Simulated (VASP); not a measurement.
Input of a VASP 6.6.1 run:

File INCAR:

```
PREC = Accurate
ENCUT = 520
EDIFF = 1E-6
ISMEAR = 0
SIGMA = 0.01
LREAL = False
LASPH = True
NELM = 80
ALGO = Normal
ISIF = 2
LWAVE = False
LCHARG = True
GGA = PE
LELF = True
LVHAR = True
NBANDS = 15
```

File KPOINTS:

```
regular mesh
0
Gamma
  4 4 4
```

The input POSCAR:

```
KI
1.0
    4.2909401558      0.0000000000      0.0000000000
    0.0000000000      4.2909401558      0.0000000000
    0.0000000000      0.0000000000      4.2909401558
K I
1 1
Direct
    0.0000000000      0.0000000000      0.0000000000
    0.5000000000      0.5000000000      0.5000000000
```

Potentials or basis: VASP PAW PBE potentials, release 64 (K_sv, I).

Launch:

```sh
$ cat potpaw_PBE.64/K_sv/POTCAR potpaw_PBE.64/I/POTCAR > POTCAR
$ mpirun -np 1 vasp_std > vasp.out
```

Question: What does it give for the pressure?

Answer: 0.6 GPa.

Question: What does it give for the band gap on the k mesh?

Answer: 3.33 eV (least direct gap 3.69 eV).

Caveat: spin-orbit coupling is left out, which moves the levels of the heavy elements. A k mesh can miss the band edges.
